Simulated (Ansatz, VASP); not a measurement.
## HfO2: VASP beside Ansatz

INCAR

```
SYSTEM = HfO2
PREC = Accurate
ENCUT = 600
EDIFF = 1E-6
ISMEAR = 0
SIGMA = 0.01
LREAL = .False.
LASPH = .True.
NELM = 120
ALGO = Normal
ISIF = 2
LWAVE = .False.
LCHARG = .False.
GGA = PE
NBANDS = 31
GGA_COMPAT = .False.
```

KPOINTS

```
regular mesh
0
Gamma
  6 6 6
  0 0 0
```

Contents of POSCAR:

```
HfO2
1.0
    3.5580193300      0.0000000000      0.0000000000
    0.0000000000      3.5580193300      0.0000000000
    0.0000000000      0.0000000000      5.1718612100
Hf O
2 4
Direct
    0.5000000000      0.5000000000      0.5000000000
    1.0000000000      0.0000000000      1.0000000000
    1.0000000000      0.5000000000      0.6972078800
    0.5000000000      0.0000000000      0.3027921200
    0.5000000000      0.0000000000      0.8027921200
    1.0000000000      0.5000000000      1.1972078800
```

Input for Ansatz:

```yaml
crystal:
  lattice:
    a: 3.55801933
    b: 3.55801933
    c: 5.17186121
    alpha: 90.0
    beta: 90.0
    gamma: 90.0
  space_group: 137
  setting:
    hermann_mauguin: P42/nmc
    origin_choice: 1
  atoms:
    - { symbol: Hf, position: [0.5, 0.5, 0.5] }
    - { symbol: O, position: [0.0, 0.5, 0.69720788] }
basis:
  ecutwfc: 435.382179935808
kpoints:
  mp_grid:
    grid: [6, 6, 6]
scf:
  convergence:
    dr2_threshold: 1.0e-10
  occupations:
    method: fixed
output:
  eigenvalues: true
```

Alike in both runs: task single point; functional PBE; k mesh 6 × 6 × 6; no spin polarisation.

```csv
,VASP,Ansatz
version,VASP 6.6.1,Ansatz 0.2.0
potentials or method,"VASP PAW PBE potentials, release 64 (Hf_pv, O), cutoff 600 eV","plane waves, PAW"
occupations,"gaussian, width 0.01 eV",fixed
valence electrons in the cell,44,76
```

```csv
,VASP,Ansatz,Ansatz less VASP
gap on the k mesh at the Fermi level (eV),4.76,4.77,+0.014
```

VASP's potentials hold 44 valence electrons a cell and Ansatz's 76, so a difference there can come from the potentials and not from the codes.

Neither program's run includes spin-orbit coupling.
